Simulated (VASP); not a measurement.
# Be2ZnSe3 (P3m1) in VASP: relaxation of cell and atoms with PBE

Aim: the relaxation of cell and atoms of Be2ZnSe3 with PBE.

All numbers are computed with VASP 6.6.1; they aren't measurements. Logs are shortened: lines on timing, memory, paths and dates and some standing lists are left out, and cuts for length are marked.

## (1) The cell of the first run

The structure is trigonal, space group P3m1 (No. 156). Conventional cell: a = 3.791 Å, b = 3.791 Å, c = 9.339 Å, α = 90.00°, β = 90.00°, γ = 120.00°. Within 2.9 Å of Be (site symmetry 3m) lie 4 Se at 2.23 to 2.30 Å. Within 3.0 Å of Be (site symmetry 3m) lie 4 Se at 2.24 to 2.30 Å. Zn (site symmetry 3m) has 4 Se at 2.41 to 2.46 Å within 3.2 Å. Within 2.9 Å of Se (site symmetry 3m) lie 1 Be at 2.23 Å and 3 Zn at 2.41 Å. Within 3.0 Å of Se (site symmetry 3m) lie 3 Be at 2.30 Å and 1 Zn at 2.46 Å. Within 3.0 Å of Se (site symmetry 3m) lie 4 Be at 2.24 to 2.30 Å.

## (2) Relaxation of cell and atoms, PBE

Input file INCAR:

```
SYSTEM = Be2ZnSe3
  PREC = Accurate
  ENCUT = 600
  EDIFF = 1E-7
  ISMEAR = 0
  SIGMA = 0.02
  LREAL = .False.
  LASPH = .True.
  NELM = 80
  ALGO = Normal
  ISIF = 3
  LWAVE = .False.
  LCHARG = .False.
  GGA = PE
  IBRION = 2
  NSW = 100
  EDIFFG = -0.01
```

Input file KPOINTS:

```
Automatic mesh
0
Gamma
  12 12 4
  0 0 0
```

Input file POSCAR:

```
Be2ZnSe3
1.0
    3.7906795703      0.0000000000      0.0000000000
   -1.8953397852      3.2828248055      0.0000000000
    0.0000000000      0.0000000000      9.3387168360
Be Zn Se
2 1 3
Direct
    0.0000000000      0.0000000000      0.0085697768
    0.6666666667      0.3333333333      0.3243178587
    0.3333333333      0.6666666667      0.6631048295
    0.0000000000      0.0000000000      0.7699501608
    0.3333333333      0.6666666667      0.3997797626
    0.6666666667      0.3333333333      0.0842776116
```

Potentials or basis: VASP PAW PBE potentials, release 64 (Be, Zn, Se).

Command:

```
$ cat potpaw_PBE.64/Be/POTCAR potpaw_PBE.64/Zn/POTCAR potpaw_PBE.64/Se/POTCAR > POTCAR
$ mpirun -np 1 vasp_std > vasp.out
```

OUTCAR:

```text
SYSTEM = Be2ZnSe3
   PREC = Accurate
   ENCUT = 600
   EDIFF = 1E-7
   ISMEAR = 0
   LREAL = .False.
   LASPH = .True.
   NELM = 80
   ISIF = 3
   GGA = PE
   IBRION = 2
   NSW = 100
   EDIFFG = -0.01

 ion  position               nearest neighbor table
   1  0.000  0.000  0.009-   4 2.23   6 2.30   6 2.30   6 2.30
   2  0.667  0.333  0.324-   6 2.24   5 2.30   5 2.30   5 2.30
   3  0.333  0.667  0.663-   4 2.41   4 2.41   4 2.41   5 2.46
   4  0.000  0.000  0.770-   1 2.23   3 2.41   3 2.41   3 2.41
   5  0.333  0.667  0.400-   2 2.30   2 2.30   2 2.30   3 2.46
   6  0.667  0.333  0.084-   2 2.24   1 2.30   1 2.30   1 2.30

  LATTYP: Found a hexagonal cell.
 ALAT       =     3.7906795703
 C/A-ratio  =     2.4635996430

  Lattice vectors:

 A1 = (   3.7906795703,   0.0000000000,   0.0000000000)
 A2 = (  -1.8953397852,   3.2828248055,   0.0000000000)
 A3 = (   0.0000000000,   0.0000000000,   9.3387168360)

Analysis of symmetry for initial positions (statically):
=====================================================================
 Subroutine PRICEL returns:
 Original cell was already a primitive cell.

 Routine SETGRP: Setting up the symmetry group for a
 hexagonal supercell.

 Subroutine GETGRP returns: Found  6 space group operations
 (whereof  6 operations were pure point group operations)
 out of a pool of 24 trial point group operations.

The static configuration has the point symmetry C_3v.

Analysis of symmetry for dynamics (positions and initial velocities):
=====================================================================
 Subroutine PRICEL returns:
 Original cell was already a primitive cell.

 Routine SETGRP: Setting up the symmetry group for a
 hexagonal supercell.

 Subroutine GETGRP returns: Found  6 space group operations
 (whereof  6 operations were pure point group operations)
 out of a pool of 24 trial point group operations.

The dynamic configuration has the point symmetry C_3v.

 Subroutine INISYM returns: Found  6 space group operations
 (whereof  6 operations are pure point group operations),
 and found     1 'primitive' translations

----------------------------------------------------------------------------------------

                                     Primitive cell

  volume of cell :     116.2123

  direct lattice vectors                    reciprocal lattice vectors
     3.790679570  0.000000000  0.000000000     0.263804941  0.152307854  0.000000000
    -1.895339785  3.282824806  0.000000000     0.000000000  0.304615707  0.000000000
     0.000000000  0.000000000  9.338716836     0.000000000  0.000000000  0.107081092

  length of vectors
     3.790679570  3.790679570  9.338716836     0.304615707  0.304615707  0.107081092

  position of ions in fractional coordinates (direct lattice)
     0.000000000  0.000000000  0.008569777
     0.666666667  0.333333333  0.324317859
     0.333333333  0.666666667  0.663104830
     0.000000000  0.000000000  0.769950161
     0.333333333  0.666666667  0.399779763
     0.666666667  0.333333333  0.084277612

  ion indices of the primitive-cell ions
   primitive index   ion index
                 1           1
                 2           2
                 3           3
                 4           4
                 5           5
                 6           6

----------------------------------------------------------------------------------------

 KPOINTS: Automatic mesh

Automatic generation of k-mesh.
 Grid dimensions read from file:
 generate k-points for:   12   12    4

 Generating k-lattice:

  Cartesian coordinates                     Fractional coordinates (reciprocal lattice)
     0.021983745  0.012692321  0.000000000     0.083333333  0.000000000  0.000000000
     0.000000000  0.025384642  0.000000000     0.000000000  0.083333333  0.000000000
     0.000000000  0.000000000  0.026770273     0.000000000  0.000000000  0.250000000

  Length of vectors
     0.025384642  0.025384642  0.026770273

  Shift w.r.t. Gamma in fractional coordinates (k-lattice)
     0.000000000  0.000000000  0.000000000

 Subroutine IBZKPT returns following result:
 ===========================================

 Found     69 irreducible k-points:

 Following reciprocal coordinates:
            Coordinates               Weight
  0.000000  0.000000  0.000000      1.000000
  0.083333 -0.000000  0.000000      6.000000
  0.166667 -0.000000  0.000000      6.000000
  0.250000 -0.000000  0.000000      6.000000
  0.333333 -0.000000  0.000000      6.000000
  0.416667  0.000000  0.000000      6.000000
[... 16 lines left out ...]
  0.166667 -0.000000  0.250000      6.000000
  0.000000  0.166667  0.250000      6.000000
 [... further k-points ...]
   k-points           NKPTS =     69   k-points in BZ     NKDIM =     69   number of bands    NBANDS=     21
   number of dos      NEDOS =    301   number of ions     NIONS =      6
   total plane-waves  NPLWV =  72000
   dimension x,y,z NGX =    30 NGY =   30 NGZ =   80
   dimension x,y,z NGXF=    60 NGYF=   60 NGZF=  160
   ions per type =               2   1   3
   NGX,Y,Z   is equivalent  to a cutoff of  13.16, 13.16, 14.24 a.u.
   NGXF,Y,Z  is equivalent  to a cutoff of  26.31, 26.31, 28.48 a.u.
 SYSTEM =  Be2ZnSe3
   PREC   = accura    normal or accurate (medium, high low for compatibility)
   ISTART =      0    job   : 0-new  1-cont  2-samecut
   ICHARG =      2    charge: 1-file 2-atom 10-const
   ISPIN  =      1    spin polarized calculation?
   LNONCOLLINEAR =      F non collinear calculations
   LSORBIT =      F    spin-orbit coupling
   LASPH  =      T    aspherical Exc in radial PAW
   ENCUT  =  600.0 eV  44.10 Ry    6.64 a.u.   7.57  7.57 18.65*2*pi/ulx,y,z
   NELM   =     80;   NELMIN=  2; NELMDL= -5     # of ELM steps
   EDIFF  = 0.1E-06   stopping-criterion for ELM
   LREAL  =      F    real-space projection
   EDIFFG = -.1E-01   stopping-criterion for IOM
   NSW    =    100    number of steps for IOM
   IBRION =      2    ionic relax: 0-MD 1-quasi-New 2-CG
   NFREE  =      1    steps in history (QN), initial steepest desc. (CG)
   ISIF   =      3    stress and relaxation
   ISYM   =      2    0-nonsym 1-usesym 2-fastsym
   POTIM  = 0.5000    time-step for ionic-motion
   TEBEG  =    0.0;   TEEND  =   0.0 temperature during run
   PSTRESS=    0.0 pullay stress
   NELECT =      34.0000    total number of electrons
   NUPDOWN=      -1.0000    fix difference up-down
   EMIN   =  10.00;   EMAX   =-10.00  energy-range for DOS
   EFERMI =   0.00;   METHOD = LEGACY
   ISMEAR =     0;   SIGMA  =   0.02  broadening in eV -4-tet -1-fermi 0-gaus
   EFERMI_NEDOS =   21; number of points for ismear=-14 and -15
   IALGO  =     38    algorithm
   IMIX   =      4    mixing-type and parameters
     AMIX     =   0.40;   BMIX     =  1.00
     AMIX_MAG =   1.60;   BMIX_MAG =  1.00
  volume/ion in A,a.u.               =      19.37       130.71
  Fermi-wavevector in a.u.,A,eV,Ry     =   1.086802  2.053758 16.070369  1.181139
  Thomas-Fermi vector in A             =   2.222947
   LORBIT       =      0    0 simple, 1 ext, 2 COOP (PROOUT), +10 PAW based schemes
   GGA     = PE    functional components
   LHFCALC =     F    Hartree Fock is set to
   AEXX    =    0.0000 exact exchange contribution
   IVDW    =     0    specifies the selected vdW correction
   LEPSILON=     F    determine dielectric tensor
   LRPA    =     F    only Hartree local field effects (RPA)
 conjugate gradient relaxation of ions
 non-spin polarized calculation
 Gauss-broadening in eV      SIGMA  =   0.02
  energy-cutoff  :      600.00
  volume of cell :      116.21
 maximum number of plane-waves:      3910
   NGX = 15   NGY = 15   NGZ = 37

--------------------------------------- Ionic step        1  -------------------------------------------

 number of electron      34.0000011 magnetization

 Free energy of the ion-electron system (eV)
  ---------------------------------------------------
  ext. energy  EPLUGINS =         0.00000000
  ---------------------------------------------------
  free energy    TOTEN  =       -23.49364844 eV

  energy without entropy =      -23.49364844  energy(sigma->0) =      -23.49364844

------------------------ aborting loop because EDIFF is reached ----------------------------------------

  FORCE on cell =-STRESS in cart. coord.  units (eV):
  Direction    XX          YY          ZZ          XY          YZ          ZX
  --------------------------------------------------------------------------------------
  -------------------------------------------------------------------------------------
  Total        0.1337259      0.1337259      0.1167785     -0.0000000      0.0000000     -0.0000000
  in kB        1.8436318      1.8436318      1.6099839     -0.0000000      0.0000000     -0.0000000
  external PRESSURE =       1.7657491 kB  Pullay stress =       0.0000000 kB

 VOLUME and BASIS-vectors are now :
 -----------------------------------------------------------------------------
  energy-cutoff  :      600.00
  volume of cell :      116.21
      direct lattice vectors                 reciprocal lattice vectors
     3.790679570  0.000000000  0.000000000     0.263804941  0.152307854  0.000000000
    -1.895339785  3.282824806  0.000000000     0.000000000  0.304615707  0.000000000
     0.000000000  0.000000000  9.338716836     0.000000000  0.000000000  0.107081092

 POSITION                                       TOTAL-FORCE (eV/Angst)
 -----------------------------------------------------------------------------------
      0.00000      0.00000      0.08003         0.000000      0.000000     -0.012548
      1.89534      1.09427      3.02871         0.000000     -0.000000     -0.004774
     -0.00000      2.18855      6.19255         0.000000     -0.000000     -0.010025
      0.00000      0.00000      7.19035         0.000000     -0.000000      0.029230
     -0.00000      2.18855      3.73343        -0.000000     -0.000000     -0.008456
      1.89534      1.09427      0.78704        -0.000000      0.000000      0.006573
 -----------------------------------------------------------------------------------
    total drift:                               -0.000000      0.000000      0.000079

  FREE ENERGIE OF THE ION-ELECTRON SYSTEM (eV)
  ---------------------------------------------------
  free  energy   TOTEN  =       -23.4936484358 eV

  energy  without entropy=      -23.4936484358  energy(sigma->0) =      -23.49364844

--------------------------------------- Ionic step        2  -------------------------------------------

 number of electron      34.0000012 magnetization

 Free energy of the ion-electron system (eV)
  ---------------------------------------------------
  ext. energy  EPLUGINS =         0.00000000
  ---------------------------------------------------
  free energy    TOTEN  =       -23.49382474 eV

  energy without entropy =      -23.49382474  energy(sigma->0) =      -23.49382474

 E-fermi :   2.9067     XC(G=0):  -9.2959

 val. band max:        2.7719825846   @ k =   0.0000   0.0000   0.0000
 cond. band min:       5.1354373522   @ k =   0.5000  -0.0000   0.0000
 fundamental gap:      2.3634547676
 Fermi energy:         2.9067069781

 k-point     1 :       0.0000    0.0000    0.0000
  band No.  band energies     occupation
      1     -10.9838      2.00000
      2     -10.3128      2.00000
      3     -10.1000      2.00000
      4      -3.8956      2.00000
      5      -3.8763      2.00000
      6      -3.8763      2.00000
[... 13 lines left out ...]
     20       6.2423      0.00000
     21       7.4295      0.00000

 k-point     2 :       0.0833   -0.0000    0.0000
  band No.  band energies     occupation
      1     -10.9326      2.00000
      2     -10.2734      2.00000
      3     -10.0641      2.00000
      4      -3.8900      2.00000
      5      -3.8686      2.00000
      6      -3.8676      2.00000
[... 520 lines left out ...]
 k-point    24 :       0.0000    0.1667    0.2500
  band No.  band energies     occupation
      1     -10.7335      2.00000
      2     -10.3379      2.00000
      3      -9.8333      2.00000
      4      -3.8802      2.00000
      5      -3.8448      2.00000
      6      -3.8092      2.00000
[... 13 lines left out ...]
     20       7.0201      0.00000
     21       7.7384      0.00000

 [... further k-points ...]
[... 5 lines left out ...]
  --------------------------------------------------------------------------------------
  -------------------------------------------------------------------------------------
  Total       -0.0313009     -0.0313009     -0.0206413      0.0000000      0.0000000     -0.0000000
  in kB       -0.4302041     -0.4302041     -0.2836973      0.0000000      0.0000000     -0.0000000
  external PRESSURE =      -0.3813685 kB  Pullay stress =       0.0000000 kB

 VOLUME and BASIS-vectors are now :
 -----------------------------------------------------------------------------
  energy-cutoff  :      600.00
  volume of cell :      116.57
      direct lattice vectors                 reciprocal lattice vectors
     3.794755368 -0.000000000 -0.000000000     0.263521598  0.152144266  0.000000000
    -1.897377684  3.286354550  0.000000000     0.000000000  0.304288532  0.000000000
    -0.000000000  0.000000000  9.347485432     0.000000000  0.000000000  0.106980643

 POSITION                                       TOTAL-FORCE (eV/Angst)
 -----------------------------------------------------------------------------------
     -0.00000      0.00000      0.07950         0.000000     -0.000000     -0.002902
      1.89738      1.09545      3.03133         0.000000     -0.000000     -0.007195
     -0.00000      2.19090      6.19788        -0.000000     -0.000000      0.003719
     -1.89738      3.28635      7.19851        -0.000000     -0.000000      0.004220
     -0.00000      2.19090      3.73653         0.000000      0.000000     -0.003135
      1.89738      1.09545      0.78810        -0.000000      0.000000      0.005292
 -----------------------------------------------------------------------------------
    total drift:                               -0.000000      0.000000     -0.000026

  FREE ENERGIE OF THE ION-ELECTRON SYSTEM (eV)
  ---------------------------------------------------
  free  energy   TOTEN  =       -23.4938247352 eV

  energy  without entropy=      -23.4938247352  energy(sigma->0) =      -23.49382474

 reached required accuracy - stopping structural energy minimisation
```

Run time: 2.9 min. Hardware: 1 thread of Intel Xeon 6975P-C (Granite Rapids), shared host; peak memory 0.4 GiB.

Results:

```
Free energy                            : -23.4938 eV
Relaxed volume                         : 19.43 Å³/atom
Relaxed cell                           : a = 3.795 Å, b = 3.795 Å, c = 9.347 Å, α = 90.00°, β = 90.00°, γ = 120.00°
Space group after relaxing (to 0.05 Å) : P3m1 (No. 156)
Energy gained by relaxing              : 0.0 meV/atom
Ionic steps                            : 2
Pressure after relaxing                : 0.0 GPa
Largest force after relaxing           : 0.007 eV/Å
Band gap on the k mesh                 : 2.36 eV, indirect (least direct gap 2.51 eV)
```

Forces on the atoms (eV/Å):
```
Be   0.000  0.000 -0.003
Be   0.000  0.000 -0.007
Zn   0.000  0.000  0.004
Se   0.000  0.000  0.004
Se   0.000  0.000 -0.003
Se   0.000  0.000  0.005
```

Step by step:
```tsv
step	energy change (eV)	largest force (eV/Å)	pressure (GPa)	volume (Å³)
1	0.0000	0.0292	0.18	116.21
2	-0.0002	0.0072	-0.04	116.57
```

Final structure:
```
Be Zn Se
1.0
     3.79476    0.00000    0.00000
    -1.89738    3.28635    0.00000
     0.00000    0.00000    9.34749
Be Zn Se
2 1 3
Direct
  0.00000 0.00000 0.00851
  0.66667 0.33333 0.32429
  0.33333 0.66667 0.66305
  0.00000 0.00000 0.77010
  0.33333 0.66667 0.39974
  0.66667 0.33333 0.08431
```
